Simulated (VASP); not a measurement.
Here is a VASP 6.6.1 calculation.

The input INCAR:

```
ALGO = Normal ; EDIFF = 1E-6
EDIFFG = -5E-4 ; ENCUT = 520
GGA = PE ; IBRION = 2
ISIF = 2 ; ISMEAR = 0
LASPH = True ; LCHARG = False
LREAL = False ; LWAVE = False
NELM = 60 ; NSW = 80
PREC = Accurate ; SIGMA = 0.01
```

File KPOINTS:

```
k-points
0
Gamma
  10 10 10
```

POSCAR

```
Si
1.0
    0.0136755430      2.7419463812      2.7419463812
    2.7419463812      0.0136755430      2.7419463812
    2.7419463812      2.7419463812      0.0136755430
Si
2
Direct
    0.0000000000      0.0000000000      0.0000000000
    0.2500000000      0.2500000000      0.2500000000
```

Potentials or basis: VASP PAW PBE potentials, release 64 (Si).

The run is started by

```console
$ cat potpaw_PBE.64/Si/POTCAR > POTCAR
$ mpirun -np 1 vasp_std > vasp.out
```

(1) Predict the energy gained by relaxing.

(2) Estimate the band gap on the k mesh.

Results:

(1) 0.1 meV/atom.

(2) 0.60 eV (least direct gap 2.47 eV).

Caveat: semilocal functionals underestimate gaps, and a narrow one can read as zero.
